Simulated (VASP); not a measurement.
The system is Si.

```
Si
1.0
     3.97493    0.00000    0.00000
    -1.98746    3.44239    0.00000
     0.00000    0.00000    4.50969
Si
3
Direct
  0.22540 0.00000 0.33333
  0.00000 0.22540 0.66667
  0.77460 0.77460 0.00000
```

- Program: VASP 6.6.1
- Task: relaxation of cell and atoms
- Functional: r2SCAN
- Potentials or basis: VASP PAW PBE potentials, release 64 (Si)
- Cutoff: 600 eV
- k mesh: 6 × 6 × 4
- Occupations: gaussian, width 0.1 eV
- Spin: no spin polarisation

At the start: pressure 3.9 GPa; volume 20.57 Å³/atom.

**Question.** How do energy, volume and symmetry change on relaxing?

**Answer.** Over 19 steps the energy falls by 687.6 meV/atom and the volume is 16.10 Å³/atom (-21.7 %); space group P3_121 (No. 152, to 0.1 Å) before, Pm-3m (No. 221, to 0.1 Å).

Step by step:
| step | energy change (eV) | largest force (eV/Å) | pressure (GPa) | volume (Å³) |
| --- | --- | --- | --- | --- |
| 1 | 0.0000 | 3.7432 | 3.90 | 61.71 |
| 2 | -0.8218 | 0.3369 | -12.32 | 66.29 |
| 3 | -0.8339 | 0.6001 | -11.10 | 65.70 |
| 4 | -1.7198 | 0.4862 | -7.73 | 54.64 |
| 5 | -1.9840 | 0.2723 | 0.95 | 47.75 |
| 6 | -1.9842 | 0.2600 | 1.81 | 47.31 |
| 7 | -2.0079 | 0.1043 | 1.21 | 47.45 |
| 8 | -2.0233 | 0.0140 | 1.05 | 47.61 |
| 9 | -2.0320 | 0.1206 | 1.45 | 47.89 |
| 10 | -2.0339 | 0.0856 | 1.18 | 47.78 |
| 11 | -2.0446 | 0.1261 | -1.67 | 49.19 |
| 12 | -2.0464 | 0.1178 | -0.94 | 48.81 |
| 13 | -2.0531 | 0.1538 | 0.31 | 48.22 |
| 14 | -2.0538 | 0.1561 | 0.95 | 47.91 |
| 15 | -2.0562 | 0.1105 | 0.58 | 48.01 |
| 16 | -2.0562 | 0.1132 | 0.60 | 48.01 |
| 17 | -2.0603 | 0.0796 | -0.12 | 48.32 |
| 18 | -2.0614 | 0.0515 | -0.70 | 48.58 |
| 19 | -2.0627 | 0.0304 | -0.09 | 48.31 |

Final structure:
```
CELL_PARAMETERS angstrom
3.56176 0.00000 0.00000
-1.78088 3.08457 0.00000
0.00000 0.00000 4.39695
ATOMIC_POSITIONS crystal
Si 0.33501 0.00000 0.33333
Si 0.00000 0.33501 0.66667
Si 0.66499 0.66499 0.00000
```

Caveat: the volume moved by over 15 % at a fixed basis, so the end points are rough; the PAW data sets were made with another functional, which shifts forces and pressure a little.
